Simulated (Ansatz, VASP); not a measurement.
**One calculation of SrCl2, two programs**

File INCAR:

```
SYSTEM = SrCl2
ALGO = Normal
EDIFF = 1E-6
ENCUT = 520
GGA = CA
ISIF = 2
ISMEAR = 0
LASPH = .True.
LCHARG = .True.
LELF = .True.
LREAL = .False.
LVHAR = .True.
LWAVE = .False.
NBANDS = 19
NELM = 80
PREC = Accurate
SIGMA = 0.05
```

KPOINTS

```
k-points
0
Gamma
  6 6 6
  0 0 0
```

POSCAR

```
SrCl2
1.0
    0.4373308105      3.7173118892      3.7173118892
    3.7173118892      0.4373308105      3.7173118892
    3.7173118892      3.7173118892      0.4373308105
Sr Cl
1 2
Direct
    0.0000000000      0.0000000000      0.0000000000
    0.2500000000      0.2500000000      0.2500000000
    0.7500000000      0.7500000000      0.7500000000
```

Input for Ansatz:

```yaml
crystal:
  lattice:
    - [0.4373308105, 3.7173118892, 3.7173118892]
    - [3.7173118892, 0.4373308105, 3.7173118892]
    - [3.7173118892, 3.7173118892, 0.4373308105]
  atoms:
    - { symbol: Sr, position: [0.0, 0.0, 0.0] }
    - { symbol: Cl, position: [0.25, 0.25, 0.25] }
    - { symbol: Cl, position: [0.75, 0.75, 0.75] }
basis:
  ecutwfc: 420
kpoints:
  mp_grid: { grid: [6, 6, 6] }
hamiltonian:
  xc: lda
scf:
  occupations: { method: gaussian, width: 0.05 }
output:
  forces: true
  stress: true
  eigenvalues: true
```

Alike in both runs: task single point; functional LDA; k mesh 6 × 6 × 6; occupations gaussian, width 0.05 eV; no spin polarisation.

|  | VASP | Ansatz |
| --- | --- | --- |
| version | VASP 6.6.1 | Ansatz 0.2.0 |
| potentials or method | VASP PAW LDA potentials, release 64 (Sr_sv, Cl), cutoff 520 eV | scalar-relativistic, plane waves, PAW |
| valence electrons in the cell | 24 | 24 |

```tsv
	VASP	Ansatz	Ansatz less VASP
gap on the k mesh at the Fermi level (eV)	4.98	4.98	-0.004
least direct gap on the mesh (eV)	5.06	5.05	-0.008
pressure (GPa)	-1.4	-1.5	-0.14
traceless stress, the component that is largest in VASP (GPa)	-0.63	-0.59	+0.039
rms of the force components (eV/Å)	0.085	0.077	-0.0084
```

LDA's correlation is that of Perdew and Zunger in VASP and of Perdew and Wang (1992) in Ansatz. Atom by atom the forces differ by 0.008 eV/Å (rms over components).
